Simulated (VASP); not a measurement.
# PbSe (Fm-3m) in VASP: notebook

PbSe is run at these levels: r2SCAN+rVV10; tasks: single point.

Program: VASP 6.6.1. These are calculated values, not measurements. Logs are shortened: lines on timing, memory, paths and dates and some standing lists are left out, and cuts for length are marked.

## 1. The cell of the first run

It takes space group Fm-3m (No. 225, cubic). The conventional cell has a = 6.056 Å, b = 6.056 Å, c = 6.056 Å, α = 90.00°, β = 90.00°, γ = 90.00°. Pb (site symmetry m-3m) has 6 Se at 3.03 Å within 4.0 Å. Within 4.0 Å of Se (site symmetry m-3m) lie 6 Pb at 3.03 Å.

## 2. Single point, r2SCAN+rVV10 (volume scaled by 0.96)

POSCAR reads:

```
PbSe
1.0
    0.0000000000      3.0281816066      3.0281816066
    3.0281816066      0.0000000000      3.0281816066
    3.0281816066      3.0281816066      0.0000000000
Pb Se
1 1
Direct
    0.5000000000      0.5000000000      0.5000000000
    0.0000000000      0.0000000000      0.0000000000
```

INCAR.step1 reads:

```
SYSTEM = PbSe
PREC = Accurate
ENCUT = 520
ISMEAR = 0
SIGMA = 0.05
LREAL = .False.
LASPH = .True.
NELM = 60
NBANDS = 17
GGA = PE
ALGO = Normal
EDIFF = 1E-4
LWAVE = .True.
LCHARG = .False.
```

INCAR.step2 reads:

```
SYSTEM = PbSe
PREC = Accurate
ENCUT = 520
EDIFF = 1E-7
ISMEAR = 0
SIGMA = 0.05
LREAL = .False.
LASPH = .True.
NELM = 60
ALGO = Normal
ISIF = 2
LWAVE = .False.
LCHARG = .False.
METAGGA = R2SCAN
LMIXTAU = .True.
LUSE_VDW = .True.
IVDW_NL = 2
BPARAM = 11.95
CPARAM = 0.0093
NBANDS = 17
ISTART = 1
```

KPOINTS reads:

```
Automatic mesh
0
Gamma
  6 6 6
  0 0 0
```

Potentials or basis: VASP PAW PBE potentials, release 64 (Pb_d, Se).

The run is started by

```
$ cat potpaw_PBE.64/Pb_d/POTCAR potpaw_PBE.64/Se/POTCAR > POTCAR
$ cp INCAR.step1 INCAR
$ mpirun -np 1 vasp_std > vasp.out
$ cp INCAR.step2 INCAR
$ mpirun -np 1 vasp_std > vasp.out
```

OUTCAR:

```text
SYSTEM = PbSe
   PREC = Accurate
   ENCUT = 520
   EDIFF = 1E-7
   ISMEAR = 0
   LREAL = .False.
   LASPH = .True.
   NELM = 60
   ISIF = 2
   METAGGA = R2SCAN
   IVDW_NL = 2
   BPARAM = 11.95
   ISTART = 1

 ion  position               nearest neighbor table
   1  0.500  0.500  0.500-   2 3.03   2 3.03   2 3.03   2 3.03   2 3.03   2 3.03
   2  0.000  0.000  0.000-   1 3.03   1 3.03   1 3.03   1 3.03   1 3.03   1 3.03

  LATTYP: Found a face centered cubic cell.
 ALAT       =     6.0563632132

  Lattice vectors:

 A1 = (   0.0000000000,   3.0281816066,   3.0281816066)
 A2 = (   3.0281816066,   0.0000000000,   3.0281816066)
 A3 = (   3.0281816066,   3.0281816066,   0.0000000000)

Analysis of symmetry for initial positions (statically):
=====================================================================
 Subroutine PRICEL returns:
 Original cell was already a primitive cell.

 Routine SETGRP: Setting up the symmetry group for a
 face centered cubic supercell.

 Subroutine GETGRP returns: Found 48 space group operations
 (whereof 48 operations were pure point group operations)
 out of a pool of 48 trial point group operations.

The static configuration has the point symmetry O_h .

Analysis of symmetry for dynamics (positions and initial velocities):
=====================================================================
 Subroutine PRICEL returns:
 Original cell was already a primitive cell.

 Routine SETGRP: Setting up the symmetry group for a
 face centered cubic supercell.

 Subroutine GETGRP returns: Found 48 space group operations
 (whereof 48 operations were pure point group operations)
 out of a pool of 48 trial point group operations.

The dynamic configuration has the point symmetry O_h .

 Subroutine INISYM returns: Found 48 space group operations
 (whereof 48 operations are pure point group operations),
 and found     1 'primitive' translations

----------------------------------------------------------------------------------------

                                     Primitive cell

  volume of cell :      55.5361

  direct lattice vectors                    reciprocal lattice vectors
     0.000000000  3.028181607  3.028181607    -0.165115592  0.165115592  0.165115592
     3.028181607  0.000000000  3.028181607     0.165115592 -0.165115592  0.165115592
     3.028181607  3.028181607  0.000000000     0.165115592  0.165115592 -0.165115592

  length of vectors
     4.282495497  4.282495497  4.282495497     0.285988595  0.285988595  0.285988595

  position of ions in fractional coordinates (direct lattice)
     0.500000000  0.500000000  0.500000000
     0.000000000  0.000000000  0.000000000

  ion indices of the primitive-cell ions
   primitive index   ion index
                 1           1
                 2           2

----------------------------------------------------------------------------------------

 KPOINTS: Automatic mesh

Automatic generation of k-mesh.
 Grid dimensions read from file:
 generate k-points for:    6    6    6

 Generating k-lattice:

  Cartesian coordinates                     Fractional coordinates (reciprocal lattice)
    -0.027519265  0.027519265  0.027519265     0.166666667  0.000000000  0.000000000
     0.027519265 -0.027519265  0.027519265     0.000000000  0.166666667  0.000000000
     0.027519265  0.027519265 -0.027519265     0.000000000  0.000000000  0.166666667

  Length of vectors
     0.047664766  0.047664766  0.047664766

  Shift w.r.t. Gamma in fractional coordinates (k-lattice)
     0.000000000  0.000000000  0.000000000

 Subroutine IBZKPT returns following result:
 ===========================================

 Found     16 irreducible k-points:

 Following reciprocal coordinates:
            Coordinates               Weight
  0.000000  0.000000  0.000000      1.000000
  0.166667  0.000000  0.000000      8.000000
  0.333333  0.000000  0.000000      8.000000
  0.500000  0.000000  0.000000      4.000000
  0.166667  0.166667  0.000000      6.000000
  0.333333  0.166667  0.000000     24.000000
[... 8 lines left out ...]
 -0.333333  0.333333  0.166667     24.000000
 -0.333333  0.500000  0.166667     12.000000
   k-points           NKPTS =     16   k-points in BZ     NKDIM =     16   number of bands    NBANDS=     17
   number of dos      NEDOS =    301   number of ions     NIONS =      2
   total plane-waves  NPLWV =  32768
   dimension x,y,z NGX =    32 NGY =   32 NGZ =   32
   dimension x,y,z NGXF=    64 NGYF=   64 NGZF=   64
   ions per type =               1   1
   NGX,Y,Z   is equivalent  to a cutoff of  12.42, 12.42, 12.42 a.u.
   NGXF,Y,Z  is equivalent  to a cutoff of  24.84, 24.84, 24.84 a.u.
 SYSTEM =  PbSe
   PREC   = accura    normal or accurate (medium, high low for compatibility)
   ISTART =      1    job   : 0-new  1-cont  2-samecut
   ICHARG =      0    charge: 1-file 2-atom 10-const
   ISPIN  =      1    spin polarized calculation?
   LNONCOLLINEAR =      F non collinear calculations
[... 27 lines left out ...]
  Thomas-Fermi vector in A             =   2.301267
   LORBIT       =      0    0 simple, 1 ext, 2 COOP (PROOUT), +10 PAW based schemes
   METAGGA = R2SCAN    functional components
   LHFCALC =     F    Hartree Fock is set to
   AEXX    =    0.0000 exact exchange contribution
   IVDW_NL    =     2    kernel type
   BPARAM     =11.9500
   IVDW    =     0    specifies the selected vdW correction
   LEPSILON=     F    determine dielectric tensor
   LRPA    =     F    only Hartree local field effects (RPA)
 non-spin polarized calculation
 Gauss-broadening in eV      SIGMA  =   0.05
  energy-cutoff  :      520.00
  volume of cell :       55.54
 maximum number of plane-waves:      1524
   NGX = 15   NGY = 15   NGZ = 15

 number of electron      20.0000006 magnetization

 Free energy of the ion-electron system (eV)
  ---------------------------------------------------
  ext. energy  EPLUGINS =         0.00000000
  ---------------------------------------------------
  free energy    TOTEN  =       -71.39552645 eV

  energy without entropy =      -71.39552645  energy(sigma->0) =      -71.39552645

 E-fermi :   5.5707     XC(G=0): -10.2798

 val. band max:        5.3546761148   @ k =   0.5000   0.0000   0.0000
 cond. band min:       5.7762066330   @ k =   0.5000   0.0000   0.0000
 fundamental gap:      0.4215305182
 Fermi energy:         5.5706802171

 k-point     1 :       0.0000    0.0000    0.0000
  band No.  band energies     occupation
      1     -12.1782      2.00000
      2     -12.1782      2.00000
      3     -12.1782      2.00000
      4     -12.1782      2.00000
      5     -12.1782      2.00000
      6      -9.1370      2.00000
[... 9 lines left out ...]
     16      12.1542      0.00000
     17      13.7565      0.00000

 k-point     2 :       0.1667    0.0000    0.0000
  band No.  band energies     occupation
      1     -12.1860      2.00000
      2     -12.1860      2.00000
      3     -12.1773      2.00000
      4     -12.1689      2.00000
      5     -12.1689      2.00000
      6      -8.9092      2.00000
[... 9 lines left out ...]
     16      12.7709      0.00000
     17      15.7464      0.00000

 k-point     3 :       0.3333    0.0000    0.0000
  band No.  band energies     occupation
      1     -12.2016      2.00000
      2     -12.2016      2.00000
      3     -12.1761      2.00000
      4     -12.1500      2.00000
      5     -12.1500      2.00000
      6      -8.3399      2.00000
[... 9 lines left out ...]
     16      14.3031      0.00000
     17      17.8724      0.00000

 k-point     4 :       0.5000    0.0000    0.0000
  band No.  band energies     occupation
      1     -12.2094      2.00000
      2     -12.2094      2.00000
      3     -12.1758      2.00000
      4     -12.1405      2.00000
      5     -12.1405      2.00000
      6      -7.9528      2.00000
[... 9 lines left out ...]
     16      15.9477      0.00000
     17      16.0316      0.00000
[... 183 lines left out ...]
      1     -12.2657      2.00000
      2     -12.1831      2.00000
      3     -12.1788      2.00000
      4     -12.1469      2.00000
      5     -12.1410      2.00000
      6      -7.8789      2.00000
[... 9 lines left out ...]
     16      16.0996      0.00000
     17      16.5810      0.00000

 k-point    15 :      -0.3333    0.3333    0.1667
  band No.  band energies     occupation
      1     -12.2781      2.00000
      2     -12.1879      2.00000
      3     -12.1642      2.00000
      4     -12.1600      2.00000
      5     -12.1335      2.00000
      6      -7.5968      2.00000
[... 9 lines left out ...]
     16      17.2463      0.00000
     17      17.4643      0.00000

 k-point    16 :      -0.3333    0.5000    0.1667
  band No.  band energies     occupation
      1     -12.3151      2.00000
      2     -12.1820      2.00000
      3     -12.1732      2.00000
      4     -12.1460      2.00000
      5     -12.1270      2.00000
      6      -7.4754      2.00000
[... 9 lines left out ...]
     16      17.7542      0.00000
     17      18.5083      0.00000

------------------------ aborting loop because EDIFF is reached ----------------------------------------

  FORCE on cell =-STRESS in cart. coord.  units (eV):
  Direction    XX          YY          ZZ          XY          YZ          ZX
  --------------------------------------------------------------------------------------
  -------------------------------------------------------------------------------------
  Total        0.9128415      0.9128415      0.9128415      0.0000000      0.0000000     -0.0000000
  in kB       26.3348101     26.3348101     26.3348101      0.0000000      0.0000000     -0.0000000
  external PRESSURE =      26.3348101 kB  Pullay stress =       0.0000000 kB

 VOLUME and BASIS-vectors are now :
 -----------------------------------------------------------------------------
  energy-cutoff  :      520.00
  volume of cell :       55.54
      direct lattice vectors                 reciprocal lattice vectors
     0.000000000  3.028181607  3.028181607    -0.165115592  0.165115592  0.165115592
     3.028181607  0.000000000  3.028181607     0.165115592 -0.165115592  0.165115592
     3.028181607  3.028181607  0.000000000     0.165115592  0.165115592 -0.165115592

 POSITION                                       TOTAL-FORCE (eV/Angst)
 -----------------------------------------------------------------------------------
      3.02818      3.02818      3.02818        -0.000000     -0.000000      0.000000
      0.00000      0.00000      0.00000         0.000000      0.000000     -0.000000
 -----------------------------------------------------------------------------------
    total drift:                                0.000000     -0.000000      0.000000

  FREE ENERGIE OF THE ION-ELECTRON SYSTEM (eV)
  ---------------------------------------------------
  free  energy   TOTEN  =       -71.3955264534 eV

  energy  without entropy=      -71.3955264533  energy(sigma->0) =      -71.39552645
```

Wall time 57 s (1 thread of Intel Xeon 6975P-C (Granite Rapids), shared host); peak memory 0.32 GiB.

What came out:

```
Free energy            : -71.3955 eV
Pressure               : 2.6 GPa
Band gap on the k mesh : 0.42 eV, direct
```

Levels at points of the mesh, in eV from the valence-band top:
| k point | band 6 | band 7 | band 8 | band 9 | band 10 | band 11 | band 12 | band 13 | band 14 | band 15 |
| --- | --- | --- | --- | --- | --- | --- | --- | --- | --- | --- |
| (0.00, 0.00, 0.00) | -14.49 | -6.33 | -2.23 | -2.23 | -2.23 | 5.06 | 5.06 | 5.06 | 6.80 | 6.80 |
| (0.50, 0.00, 0.00) | -13.31 | -9.31 | -1.79 | -1.79 | 0.00 | 0.42 | 1.78 | 1.78 | 9.02 | 10.59 |
| (0.50, 0.50, 0.00) | -12.85 | -7.64 | -5.51 | -3.66 | -3.66 | 3.77 | 6.08 | 6.08 | 6.57 | 11.84 |

Caveat: the cell differs from its parent crystal (volume scaled by 0.96); the PAW data sets were made with another functional, which shifts forces and pressure a little; spin-orbit coupling is left out, which moves the levels of the heavy elements. A k mesh can miss the band edges.

## 3. Single point, r2SCAN+rVV10 (volume scaled by 0.98)

POSCAR reads:

```
PbSe
1.0
    0.0000000000      3.0490662777      3.0490662777
    3.0490662777      0.0000000000      3.0490662777
    3.0490662777      3.0490662777      0.0000000000
Pb Se
1 1
Direct
    0.5000000000      0.5000000000      0.5000000000
    0.0000000000      0.0000000000      0.0000000000
```

INCAR.step1 reads:

```
ALGO = Normal ; EDIFF = 1E-4
ENCUT = 520 ; GGA = PE
ISMEAR = 0 ; LASPH = T
LCHARG = F ; LREAL = F
LWAVE = T ; NBANDS = 17
NELM = 80 ; PREC = Accurate
SIGMA = 0.05
```

INCAR.step2 reads:

```
ALGO = Normal ; BPARAM = 11.95
CPARAM = 0.0093 ; EDIFF = 1E-7
ENCUT = 520 ; ISIF = 2
ISMEAR = 0 ; ISTART = 1
IVDW_NL = 2 ; LASPH = T
LCHARG = F ; LMIXTAU = T
LREAL = F ; LUSE_VDW = T
LWAVE = F ; METAGGA = R2SCAN
NBANDS = 17 ; NELM = 80
PREC = Accurate ; SIGMA = 0.05
```

KPOINTS reads:

```
k-points
0
Gamma
  6 6 6
```

Potentials or basis: VASP PAW PBE potentials, release 64 (Pb_d, Se).

The run is started by

```
$ cat potpaw_PBE.64/Pb_d/POTCAR potpaw_PBE.64/Se/POTCAR > POTCAR
$ cp INCAR.step1 INCAR
$ mpirun -np 1 vasp_std > vasp.out
$ cp INCAR.step2 INCAR
$ mpirun -np 1 vasp_std > vasp.out
```

Wall time 65 s (1 thread of Intel Xeon 6975P-C (Granite Rapids), shared host); peak memory 0.32 GiB.

Results (log left out):

| Item | Value |
| --- | --- |
| Free energy | -71.4102 eV |
| Pressure | 1.3 GPa |
| Band gap on the k mesh | 0.50 eV, direct |

Levels at points of the mesh, in eV from the valence-band top:
```tsv
k point	band 6	band 7	band 8	band 9	band 10	band 11	band 12	band 13	band 14	band 15
(0.00, 0.00, 0.00)	-14.28	-6.34	-2.11	-2.11	-2.11	5.04	5.04	5.04	6.87	6.87
(0.50, 0.00, 0.00)	-13.15	-9.15	-1.68	-1.68	0.00	0.50	1.86	1.86	9.01	10.63
(0.50, 0.50, 0.00)	-12.72	-7.58	-5.30	-3.50	-3.50	3.89	6.02	6.02	6.50	11.83
```

Caveat: the cell differs from its parent crystal (volume scaled by 0.98); the PAW data sets were made with another functional, which shifts forces and pressure a little; spin-orbit coupling is left out, which moves the levels of the heavy elements.

## 4. Single point, r2SCAN+rVV10

This run uses another cell than the first one, of 28.71 Å³/atom, 1.034 times its volume.

POSCAR reads:

```
PbSe
1.0
    0.0000000000      3.0621516472      3.0621516472
    3.0621516472      0.0000000000      3.0621516472
    3.0621516472      3.0621516472      0.0000000000
Pb Se
1 1
Direct
    0.5000000000      0.5000000000      0.5000000000
    0.0000000000      0.0000000000      0.0000000000
```

INCAR.step1 reads:

```
SYSTEM = PbSe
PREC = Accurate ; ENCUT = 520
ISMEAR = 0 ; SIGMA = 0.05
LREAL = .False. ; LASPH = .True.
NELM = 100 ; NBANDS = 17
GGA = PE ; ALGO = Normal
EDIFF = 1E-4 ; LWAVE = .True.
LCHARG = .False.
```

INCAR.step2 reads:

```
SYSTEM = PbSe
PREC = Accurate ; ENCUT = 520
EDIFF = 1E-6 ; ISMEAR = 0
SIGMA = 0.05 ; LREAL = .False.
LASPH = .True. ; NELM = 100
ALGO = Normal ; ISIF = 2
LWAVE = .False. ; LCHARG = .False.
METAGGA = R2SCAN ; LMIXTAU = .True.
LUSE_VDW = .True. ; IVDW_NL = 2
BPARAM = 11.95 ; CPARAM = 0.0093
NBANDS = 17 ; ISTART = 1
```

KPOINTS reads:

```
regular mesh
0
Gamma
  6 6 6
  0 0 0
```

The run is started by

```
$ cat potpaw_PBE.64/Pb_d/POTCAR potpaw_PBE.64/Se/POTCAR > POTCAR
$ cp INCAR.step1 INCAR
$ mpirun -np 1 vasp_std > vasp.out
$ cp INCAR.step2 INCAR
$ mpirun -np 1 vasp_std > vasp.out
```

It took 65 s on 1 thread of Intel Xeon 6975P-C (Granite Rapids), shared host; peak memory 0.32 GiB.

Results (log left out):

```
Free energy            : -71.4148 eV
Pressure               : 0.6 GPa
Band gap on the k mesh : 0.54 eV, direct
```

Levels at points of the mesh, in eV from the valence-band top:
| k point | band 6 | band 7 | band 8 | band 9 | band 10 | band 11 | band 12 | band 13 | band 14 | band 15 |
| --- | --- | --- | --- | --- | --- | --- | --- | --- | --- | --- |
| (0.00, 0.00, 0.00) | -14.15 | -6.35 | -2.03 | -2.03 | -2.03 | 5.03 | 5.03 | 5.03 | 6.91 | 6.91 |
| (0.50, 0.00, 0.00) | -13.05 | -9.06 | -1.61 | -1.61 | 0.00 | 0.54 | 1.90 | 1.90 | 9.01 | 10.63 |
| (0.50, 0.50, 0.00) | -12.65 | -7.54 | -5.17 | -3.40 | -3.40 | 3.96 | 5.98 | 5.98 | 6.45 | 11.81 |

Caveat: the PAW data sets were made with another functional, which shifts forces and pressure a little; spin-orbit coupling is left out, which moves the levels of the heavy elements. A k mesh can miss the band edges.

## 5. Single point, r2SCAN+rVV10

This run uses another cell than the first one, of 28.93 Å³/atom, 1.042 times its volume.

POSCAR reads:

```
PbSe
1.0
    0.0000000000      3.0696687018      3.0696687018
    3.0696687018      0.0000000000      3.0696687018
    3.0696687018      3.0696687018      0.0000000000
Pb Se
1 1
Direct
    0.5000000000      0.5000000000      0.5000000000
    0.0000000000      0.0000000000      0.0000000000
```

INCAR.step1 reads:

```
SYSTEM = PbSe
PREC = Accurate
ENCUT = 520
ISMEAR = 0
SIGMA = 0.05
LREAL = .FALSE.
LASPH = .TRUE.
NELM = 60
NBANDS = 17
GGA = PE
ALGO = Normal
EDIFF = 1E-4
LWAVE = .TRUE.
LCHARG = .FALSE.
```

INCAR.step2 reads:

```
SYSTEM = PbSe
PREC = Accurate
ENCUT = 520
EDIFF = 1E-7
ISMEAR = 0
SIGMA = 0.05
LREAL = .FALSE.
LASPH = .TRUE.
NELM = 60
ALGO = Normal
ISIF = 2
LWAVE = .FALSE.
LCHARG = .TRUE.
METAGGA = R2SCAN
LMIXTAU = .TRUE.
LUSE_VDW = .TRUE.
IVDW_NL = 2
BPARAM = 11.95
CPARAM = 0.0093
LELF = .TRUE.
LVHAR = .TRUE.
NBANDS = 17
ISTART = 1
```

KPOINTS reads:

```
regular mesh
0
G
  6 6 6
  0 0 0
```

The run is started by

```
$ cat potpaw_PBE.64/Pb_d/POTCAR potpaw_PBE.64/Se/POTCAR > POTCAR
$ cp INCAR.step1 INCAR
$ mpirun -np 1 vasp_std > vasp.out
$ cp INCAR.step2 INCAR
$ mpirun -np 1 vasp_std > vasp.out
```

Run time: 88 s. Hardware: 1 thread of Intel Xeon 6975P-C (Granite Rapids), shared host; peak memory 0.32 GiB.

Results (log left out):

```
Free energy            : -71.4159 eV
Pressure               : 0.2 GPa
Band gap on the k mesh : 0.57 eV, direct
```

Levels at points of the mesh, in eV from the valence-band top:
```csv
k point,band 7,band 8,band 9,band 10,band 11,band 12,band 13,band 14
"(0.00, 0.00, 0.00)",-6.36,-1.99,-1.99,-1.99,5.02,5.02,5.02,6.94
"(0.50, 0.00, 0.00)",-9.01,-1.57,-1.57,0.00,0.57,1.93,1.93,9.00
"(0.50, 0.50, 0.00)",-7.52,-5.10,-3.34,-3.34,4.00,5.96,5.96,6.43
```

Caveat: the PAW data sets were made with another functional, which shifts forces and pressure a little; spin-orbit coupling is left out, which moves the levels of the heavy elements. A k mesh can miss the band edges.

## 6. The runs side by side

| cell | gap on the mesh (eV) | pressure (GPa) |
| --- | --- | --- |
| a = 4.282 Å, angles 60.0°, 2 atoms | 0.42 | 2.6 |
| a = 4.312 Å, angles 60.0°, 2 atoms | 0.50 | 1.3 |
| a = 4.331 Å, angles 60.0°, 2 atoms | 0.54 | 0.6 |
| a = 4.341 Å, angles 60.0°, 2 atoms | 0.57 | 0.2 |

Alike in all rows: task single point; level r2SCAN+rVV10; potentials or basis VASP PAW PBE potentials, release 64 (Pb_d, Se); no spin polarisation; k mesh 6 × 6 × 6; cutoff (eV) 520; smearing gaussian 0.05 eV.

Caveats: the PAW data sets were made with another functional, which shifts forces and pressure a little; spin-orbit coupling is left out, which moves the levels of the heavy elements.

Total energies depend on the potentials used, so only differences within one code and one set of settings carry meaning.
